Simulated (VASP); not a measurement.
**LiB3Pt: single point with PBE**

The system is LiB3Pt.

```
Li B Pt
1.0
     3.62316    0.00000    0.00000
     0.00000    3.62316    0.00000
     0.00000    0.00000    3.62316
Li B Pt
1 3 1
Cartesian
  0.0000 0.0000 0.0000
  1.8116 0.0000 0.0000
  0.0000 1.8116 0.0000
  0.0000 0.0000 1.8116
  1.8116 1.8116 1.8116
```

The cell was generated, and may not be a known phase.

- Program: VASP 6.6.1
- Task: single point
- Functional: PBE
- Potentials or basis: VASP PAW PBE potentials, release 64 (Li_sv, B, Pt)
- Cutoff: 520 eV
- k mesh: 6 × 6 × 6
- Occupations: gaussian, width 0.1 eV
- Spin: no spin polarisation

- Band gap on the k mesh: zero (bands 11 and 12 overlap by 1.25 eV)

Levels at points of the mesh, in eV from the Fermi level:
| k point | band 8 | band 9 | band 10 | band 11 | band 12 | band 13 | band 14 | band 15 |
| --- | --- | --- | --- | --- | --- | --- | --- | --- |
| (0.00, 0.00, 0.00) | -3.02 | -3.02 | -3.02 | 0.88 | 0.88 | 2.88 | 2.88 | 2.88 |
| (0.50, 0.00, 0.00) | -2.55 | -1.66 | 0.02 | 0.02 | 0.06 | 0.06 | 2.10 | 2.69 |
| (0.50, 0.50, 0.00) | -2.51 | -2.03 | -1.14 | -0.67 | 2.08 | 2.08 | 2.16 | 4.06 |
| (0.50, 0.50, 0.50) | -3.86 | -2.32 | -2.32 | -0.17 | -0.17 | -0.17 | -0.12 | 5.85 |

It took 17 s on 1 thread of Intel(R) Xeon(R) Platinum 8259CL CPU @ 2.50GHz (Skylake/Cascade Lake), with other jobs on the host, peak memory 0.16 GiB.

Caveat: spin-orbit coupling is left out, which moves the levels of the heavy elements.
